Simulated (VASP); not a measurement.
Runs of VASP 6.6.1 on Si5P. The structure is that of space group Cmmm (No. 65), or close to it. The cells are those of the table. The cell was generated, and may not be a known phase.

```tsv
task	cell	k mesh	cutoff (eV)	gap on the mesh (eV)	pressure (GPa)
single point	a = 4.887, b = 4.887, c = 5.137 Å, angles 90.0, 90.0, 119.5°, 6 atoms	4 × 4 × 4	520	none	0.1
single point	a = 4.287, b = 4.287, c = 5.524 Å, angles 90.0, 90.0, 99.2°, 6 atoms	4 × 4 × 4	520	none	18.6
single point	a = 4.955, b = 4.955, c = 4.998 Å, angles 90.0, 90.0, 118.9°, 6 atoms	10 × 10 × 8	520	none	(a)
relaxation of cell and atoms	relaxed from a = 4.287, b = 4.287, c = 5.524 Å, angles 90.0, 90.0, 99.2°, 6 atoms	4 × 4 × 4	600	none	-0.2
```

Alike in all rows: level PBE; potentials or basis VASP PAW PBE potentials, release 64 (Si, P); no spin polarisation; smearing gaussian 0.1 eV.

**Question.** Estimate the missing entries.

**Answer.** (a) -0.1.

Caveats: some runs use coarse meshes.

A gap of «none» marks levels without a gap at the run's occupations.
